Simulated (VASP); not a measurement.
Runs of VASP 6.6.1 on Cs2SnI6. The structure is that of space group Fm-3m (No. 225), or close to it. The cells are those of the table. 

```tsv
task	cell	smearing	gap on the mesh (eV)	pressure (GPa)	relaxed volume (Å³/atom)
single point	a = 8.170 Å, angles 60.0°, 9 atoms	gaussian 0.1 eV	none	0.0	-
single point	a = 8.158 Å, angles 60.0°, 9 atoms	fermi-dirac 0.15 eV	none	0.0	-
relaxation of cell and atoms	relaxed from a = 8.170 Å, angles 60.0°, 9 atoms	fermi-dirac 0.15 eV	none	0.0	42.71
relaxation of cell and atoms	relaxed from a = 8.222 Å, angles 60.0°, 9 atoms	gaussian 0.1 eV	none	0.0	(a)
```

Alike in all rows: level PBEsol; potentials or basis VASP PAW PBE potentials, release 64 (Cs_sv, Sn_d, I); no spin polarisation; k mesh 6 × 6 × 6; cutoff (eV) 500.

Task: Estimate the missing entries.

Result: (a) 42.91.

Caveats: the PAW data sets were made with another functional, which shifts forces and pressure a little; spin-orbit coupling is left out, which moves the levels of the heavy elements.

A k mesh can miss the band edges, and the runs leave out spin-orbit coupling on Cs, I, Sn.

A gap of «none» marks levels without a gap at the run's occupations.
